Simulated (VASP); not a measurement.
Input of a VASP 6.6.1 run:

INCAR

```
PREC = Accurate
ENCUT = 520
EDIFF = 1E-7
ISMEAR = 0
SIGMA = 0.05
LREAL = False
LASPH = True
NELM = 150
ALGO = Normal
ISIF = 2
LWAVE = False
LCHARG = True
LMAXMIX = 4
LDAU = True
LDAUTYPE = 2
LDAUL = 2 -1
LDAUU = 4 0
LDAUJ = 0 0
LDAUPRINT = 1
GGA = PE
LELF = True
LVHAR = True
NBANDS = 33
```

File KPOINTS:

```
Automatic mesh
0
Gamma
  8 8 8
```

The input POSCAR:

```
TiO2
1.0
   -1.7961012887      1.7961012887      5.5219338020
    1.7961012887     -1.7961012887      5.5219338020
    1.7961012887      1.7961012887     -5.5219338020
Ti O
2 4
Direct
    0.0000000000      0.0000000000      0.0000000000
    0.7500000000      0.2500000000      0.5000000000
    0.2001152117      0.2001152117      0.0000000000
    0.9501152117      0.4501152117      0.5000000000
    0.5498847883      0.0498847883      0.5000000000
    0.7998847883      0.7998847883      0.0000000000
```

Potentials or basis: VASP PAW PBE potentials, release 64 (Ti_sv, O).

The run is started by

```bash
$ cat potpaw_PBE.64/Ti_sv/POTCAR potpaw_PBE.64/O/POTCAR > POTCAR
$ mpirun -np 1 vasp_std > vasp.out
```

Problem. Estimate the largest force.

Solution. 0.844 eV/Å.

Problem. Predict the pressure.

Solution. 10.6 GPa.

Problem. Predict the band gap on the k mesh.

Solution. 3.01 eV (least direct gap 3.18 eV).

Forces on the atoms (eV/Å):
```
Ti   0.000  0.000  0.000
Ti   0.000  0.000  0.000
O    0.000  0.000 -0.844
O    0.000  0.000 -0.844
O    0.000  0.000  0.844
O    0.000  0.000  0.844
```

Caveat: the cell stands under pressure. A k mesh can miss the band edges.
